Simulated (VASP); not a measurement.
# Sb (R-3m) in VASP: a series of runs, part 2 of 2

VASP 6.6.1.

### Step 4. Single point, PBEsol

This run uses another cell than the first one, of 28.70 Å³/atom, 1.056 times its volume.

Input file INCAR:

```
PREC = Accurate
ENCUT = 520
EDIFF = 1E-6
ISMEAR = -1
SIGMA = 0.15
LREAL = False
LASPH = True
NELM = 60
ALGO = Normal
ISIF = 2
LWAVE = False
LCHARG = False
GGA = PS
NBANDS = 12
```

Input file KPOINTS:

```
Automatic mesh
0
Gamma
  8 8 8
```

Input file POSCAR:

```
Sb
1.0
    2.1176810807      1.2226437912      3.6942927774
   -2.1176810807      1.2226437912      3.6942927774
    0.0000000000     -2.4452875825      3.6942927774
Sb
2
Direct
    0.2334900000      0.2334900000      0.2334900000
    0.7665100000      0.7665100000      0.7665100000
```

Potentials or basis: VASP PAW PBE potentials, release 64 (Sb).

On the command line:

```console
> cat potpaw_PBE.64/Sb/POTCAR > POTCAR
> mpirun -np 1 vasp_std > vasp.out
```

OUTCAR:

```text
PREC = Accurate
   ENCUT = 520
   EDIFF = 1E-6
   ISMEAR = -1
   LREAL = False
   LASPH = True
   NELM = 60
   ISIF = 2
   GGA = PS

 ion  position               nearest neighbor table
   1  0.233  0.233  0.233-   2 2.86   2 2.86   2 2.86   2 3.30   2 3.30   2 3.30
   2  0.767  0.767  0.767-   1 2.86   1 2.86   1 2.86   1 3.30   1 3.30   1 3.30

  LATTYP: Found a trigonal (rhomboedric) cell.
 ALAT       =     4.4302629860
 COS(alpha) =     0.5430253418

  Lattice vectors:

 A1 = (   2.1176810807,   1.2226437912,   3.6942927774)
 A2 = (  -2.1176810807,   1.2226437912,   3.6942927774)
 A3 = (   0.0000000000,  -2.4452875825,   3.6942927774)

Analysis of symmetry for initial positions (statically):
=====================================================================
 Subroutine PRICEL returns:
 Original cell was already a primitive cell.

 Routine SETGRP: Setting up the symmetry group for a
 trigonal (rhombohedral) supercell.

 Subroutine GETGRP returns: Found 12 space group operations
 (whereof 12 operations were pure point group operations)
 out of a pool of 12 trial point group operations.

The static configuration has the point symmetry D_3d.

Analysis of symmetry for dynamics (positions and initial velocities):
=====================================================================
 Subroutine PRICEL returns:
 Original cell was already a primitive cell.

 Routine SETGRP: Setting up the symmetry group for a
 trigonal (rhombohedral) supercell.

 Subroutine GETGRP returns: Found 12 space group operations
 (whereof 12 operations were pure point group operations)
 out of a pool of 12 trial point group operations.

The dynamic configuration has the point symmetry D_3d.

 Subroutine INISYM returns: Found 12 space group operations
 (whereof 12 operations are pure point group operations),
 and found     1 'primitive' translations

----------------------------------------------------------------------------------------

                                     Primitive cell

  volume of cell :      57.3909

  direct lattice vectors                    reciprocal lattice vectors
     2.117681081  1.222643791  3.694292777     0.236107318  0.136316618  0.090229268
    -2.117681081  1.222643791  3.694292777    -0.236107318  0.136316618  0.090229268
     0.000000000 -2.445287582  3.694292777     0.000000000 -0.272633236  0.090229268

  length of vectors
     4.430262986  4.430262986  4.430263027     0.287176264  0.287176264  0.287176256

  position of ions in fractional coordinates (direct lattice)
     0.233490000  0.233490000  0.233490000
     0.766510000  0.766510000  0.766510000

  ion indices of the primitive-cell ions
   primitive index   ion index
                 1           1
                 2           2

----------------------------------------------------------------------------------------

 KPOINTS: Automatic mesh

Automatic generation of k-mesh.
 Grid dimensions read from file:
 generate k-points for:    8    8    8

 Generating k-lattice:

  Cartesian coordinates                     Fractional coordinates (reciprocal lattice)
[... 40 lines left out ...]
  0.375000  0.125000  0.125000      6.000000
 [... further k-points ...]
   k-points           NKPTS =     65   k-points in BZ     NKDIM =     65   number of bands    NBANDS=     12
   number of dos      NEDOS =    301   number of ions     NIONS =      2
   total plane-waves  NPLWV =  46656
   dimension x,y,z NGX =    36 NGY =   36 NGZ =   36
   dimension x,y,z NGXF=    72 NGYF=   72 NGZF=   72
   ions per type =               2
   NGX,Y,Z   is equivalent  to a cutoff of  13.51, 13.51, 13.51 a.u.
   NGXF,Y,Z  is equivalent  to a cutoff of  27.02, 27.02, 27.02 a.u.
 SYSTEM =  unknown system
   PREC   = accura    normal or accurate (medium, high low for compatibility)
   ISTART =      0    job   : 0-new  1-cont  2-samecut
   ICHARG =      2    charge: 1-file 2-atom 10-const
   ISPIN  =      1    spin polarized calculation?
   LNONCOLLINEAR =      F non collinear calculations
   LSORBIT =      F    spin-orbit coupling
   LASPH  =      T    aspherical Exc in radial PAW
   ENCUT  =  520.0 eV  38.22 Ry    6.18 a.u.   8.24  8.24  8.24*2*pi/ulx,y,z
   NELM   =     60;   NELMIN=  2; NELMDL= -5     # of ELM steps
   EDIFF  = 0.1E-05   stopping-criterion for ELM
   LREAL  =      F    real-space projection
   EDIFFG = 0.1E-04   stopping-criterion for IOM
   NSW    =      0    number of steps for IOM
   IBRION =     -1    ionic relax: 0-MD 1-quasi-New 2-CG
   NFREE  =      0    steps in history (QN), initial steepest desc. (CG)
   ISIF   =      2    stress and relaxation
   ISYM   =      2    0-nonsym 1-usesym 2-fastsym
   POTIM  = 0.5000    time-step for ionic-motion
   TEBEG  =    0.0;   TEEND  =   0.0 temperature during run
   PSTRESS=    0.0 pullay stress
   NELECT =      10.0000    total number of electrons
   NUPDOWN=      -1.0000    fix difference up-down
   EMIN   =  10.00;   EMAX   =-10.00  energy-range for DOS
   EFERMI =   0.00;   METHOD = LEGACY
   ISMEAR =    -1;   SIGMA  =   0.15  broadening in eV -4-tet -1-fermi 0-gaus
   EFERMI_NEDOS =   21; number of points for ismear=-14 and -15
   IALGO  =     38    algorithm
   IMIX   =      4    mixing-type and parameters
     AMIX     =   0.40;   BMIX     =  1.00
     AMIX_MAG =   1.60;   BMIX_MAG =  1.00
  volume/ion in A,a.u.               =      28.70       193.65
  Fermi-wavevector in a.u.,A,eV,Ry     =   0.914381  1.727929 11.375728  0.836092
  Thomas-Fermi vector in A             =   2.039001
   LORBIT       =      0    0 simple, 1 ext, 2 COOP (PROOUT), +10 PAW based schemes
   GGA     = PS    functional components
   LHFCALC =     F    Hartree Fock is set to
   AEXX    =    0.0000 exact exchange contribution
   IVDW    =     0    specifies the selected vdW correction
   LEPSILON=     F    determine dielectric tensor
   LRPA    =     F    only Hartree local field effects (RPA)
 non-spin polarized calculation
  energy-cutoff  :      520.00
  volume of cell :       57.39
 maximum number of plane-waves:      1560
 NGX is ok and might be reduce to    36
   NGX = 17   NGY = 17   NGZ = 17

 number of electron      10.0000000 magnetization

 Free energy of the ion-electron system (eV)
  ---------------------------------------------------
  ext. energy  EPLUGINS =         0.00000000
  ---------------------------------------------------
  free energy    TOTEN  =        -9.09660982 eV

  energy without entropy =       -9.06609250  energy(sigma->0) =       -9.08135116

 E-fermi :   7.7678     XC(G=0):  -9.8833

 val. band max:        7.5711681876   @ k =   0.5000   0.0000  -0.0000
 cond. band min:       7.8666852658   @ k =   0.3750   0.2500   0.2500
 fundamental gap:      0.2955170781
 Fermi energy:         7.7678110646

 k-point     1 :       0.0000    0.0000    0.0000
  band No.  band energies     occupation
      1      -5.3608      2.00000
      2       3.2697      2.00000
      3       5.6037      2.00000
      4       5.9049      1.99999
      5       5.9049      1.99999
      6       9.8670      0.00000
      7      10.5697      0.00000
      8      10.5697      0.00000
      9      12.8226      0.00000
     10      12.8226      0.00000
     11      13.0202      0.00000
     12      14.1358      0.00000
[... 331 lines left out ...]
 k-point    24 :       0.3750    0.1250    0.1250
  band No.  band energies     occupation
      1      -4.3032      2.00000
      2       0.1804      2.00000
      3       4.1959      2.00000
      4       6.1721      1.99995
      5       7.8732      0.66238
      6       8.0895      0.20964
      7       8.4419      0.02210
      8      10.9460      0.00000
      9      12.7212      0.00000
     10      13.6985      0.00000
     11      14.9803      0.00000
     12      16.8840      0.00000

 [... further k-points ...]

------------------------ aborting loop because EDIFF is reached ----------------------------------------

  FORCE on cell =-STRESS in cart. coord.  units (eV):
  Direction    XX          YY          ZZ          XY          YZ          ZX
  --------------------------------------------------------------------------------------
  -------------------------------------------------------------------------------------
  Total        1.4073132      1.4073133      1.0532065      0.0000000     -0.0000000      0.0000000
  in kB       39.2878515     39.2878547     29.4022814      0.0000000     -0.0000000      0.0000000
  external PRESSURE =      35.9926625 kB  Pullay stress =       0.0000000 kB

 VOLUME and BASIS-vectors are now :
 -----------------------------------------------------------------------------
  energy-cutoff  :      520.00
  volume of cell :       57.39
      direct lattice vectors                 reciprocal lattice vectors
     2.117681081  1.222643791  3.694292777     0.236107318  0.136316618  0.090229268
    -2.117681081  1.222643791  3.694292777    -0.236107318  0.136316618  0.090229268
     0.000000000 -2.445287582  3.694292777     0.000000000 -0.272633236  0.090229268

 POSITION                                       TOTAL-FORCE (eV/Angst)
 -----------------------------------------------------------------------------------
      0.00000     -0.00000      2.58774         0.000000     -0.000000      0.504720
      0.00000     -0.00000      8.49514         0.000000      0.000000     -0.504720
 -----------------------------------------------------------------------------------
    total drift:                                0.000000     -0.000000     -0.000000

  FREE ENERGIE OF THE ION-ELECTRON SYSTEM (eV)
  ---------------------------------------------------
  free  energy   TOTEN  =        -9.0966098151 eV

  energy  without entropy=       -9.0660924981  energy(sigma->0) =       -9.08135116
```

OSZICAR:

```text
N       E                     dE             d eps       ncg     rms          rms(c)
DAV:   1     0.344815374035E+02    0.34482E+02   -0.36642E+03  1560   0.664E+02
DAV:   2    -0.723800940781E+01   -0.41720E+02   -0.40163E+02  2044   0.110E+02
DAV:   3    -0.910139577294E+01   -0.18634E+01   -0.18449E+01  1920   0.255E+01
DAV:   4    -0.911682010935E+01   -0.15424E-01   -0.15421E-01  1772   0.282E+00
DAV:   5    -0.911700472817E+01   -0.18462E-03   -0.18462E-03  1904   0.336E-01    0.316E+00
DAV:   6    -0.910405648083E+01    0.12948E-01   -0.30071E-03  1824   0.296E-01    0.191E+00
DAV:   7    -0.909657997797E+01    0.74765E-02   -0.70995E-03  1720   0.454E-01    0.492E-02
DAV:   8    -0.909660302523E+01   -0.23047E-04   -0.19835E-04  1848   0.912E-02    0.171E-02
DAV:   9    -0.909661032720E+01   -0.73020E-05   -0.16188E-05  1876   0.233E-02    0.776E-03
DAV:  10    -0.909660981512E+01    0.51208E-06   -0.12672E-06  1284   0.633E-03
   1 F= -.90966098E+01 E0= -.90813512E+01  d E =-.305173E-01
```

Wall time 27 s (1 thread of AMD EPYC 7R13 (Zen 3), shared host); peak memory 0.19 GiB.

What came out:

```yaml
Free_energy: -9.0966 eV
Pressure: 3.6 GPa
Largest_force: 0.505 eV/Å
Band_gap_on_the_k_mesh: zero (band 5 reaches 7.87 eV, above the bottom of band 6 at 7.57 eV)
```

Forces on the atoms (eV/Å):
```
Sb   0.000  0.000  0.505
Sb   0.000  0.000 -0.505
```

Stress tensor (GPa, compression positive):
```
3.93 0.00 0.00
0.00 3.93 0.00
0.00 0.00 2.94
```

Caveat: the PAW data sets were made with another functional, which shifts forces and pressure a little; spin-orbit coupling is left out, which moves the levels of the heavy elements.

### Step 5. Overview

```csv
cell,gap on the mesh (eV),pressure (GPa),largest force (eV/Å)
"a = 4.351 Å, angles 57.1°, 2 atoms",none,8.1,0.86
"a = 4.391 Å, angles 57.1°, 2 atoms",none,5.7,0.68
"a = 4.430 Å, angles 57.1°, 2 atoms",none,3.6,0.50
```

Alike in all rows: task single point; level PBEsol; potentials or basis VASP PAW PBE potentials, release 64 (Sb); no spin polarisation; k mesh 8 × 8 × 8; cutoff (eV) 520; smearing fermi-dirac 0.15 eV.

Caveats: the PAW data sets were made with another functional, which shifts forces and pressure a little; spin-orbit coupling is left out, which moves the levels of the heavy elements.

Absolute energies hang on the potentials; compare differences alone.
